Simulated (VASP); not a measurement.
Here is a VASP 6.6.1 calculation.

The input INCAR:

```
SYSTEM = HfN
PREC = Accurate
ENCUT = 520
EDIFF = 1E-6
ISMEAR = -1
SIGMA = 0.03
LREAL = .False.
LASPH = .True.
NELM = 100
ALGO = Normal
ISIF = 2
LWAVE = .False.
LCHARG = .False.
NBANDS = 14
```

Contents of KPOINTS:

```
regular mesh
0
Gamma
  9 9 9
  0 0 0
```

The input POSCAR:

```
HfN
1.0
    0.0000000000      2.2560000000      2.2560000000
    2.2560000000      0.0000000000      2.2560000000
    2.2560000000      2.2560000000      0.0000000000
Hf N
1 1
Direct
   -0.0450000000     -0.0450000000      0.0450000000
    0.5450000000      0.5450000000      0.4550000000
```

Potentials or basis: VASP PAW LDA potentials, release 64 (Hf_pv, N).

Command:

```bash
$ cat potpaw_LDA.64/Hf_pv/POTCAR potpaw_LDA.64/N/POTCAR > POTCAR
$ mpirun -np 1 vasp_std > vasp.out
```

Question: Estimate the pressure.

Answer: 15.2 GPa.

Question: What does it give for the largest force?

Answer: 6.447 eV/Å.

Forces in eV/Å, atoms in the order of the input:
```
Hf   0.000  0.000  6.447
N    0.000  0.000 -6.447
```

Caveat: the cell differs from its parent crystal (shortest bond scaled by 0.82); forces of over 1 eV/Å act on the atoms, so gaps and moduli don't describe the material at rest.
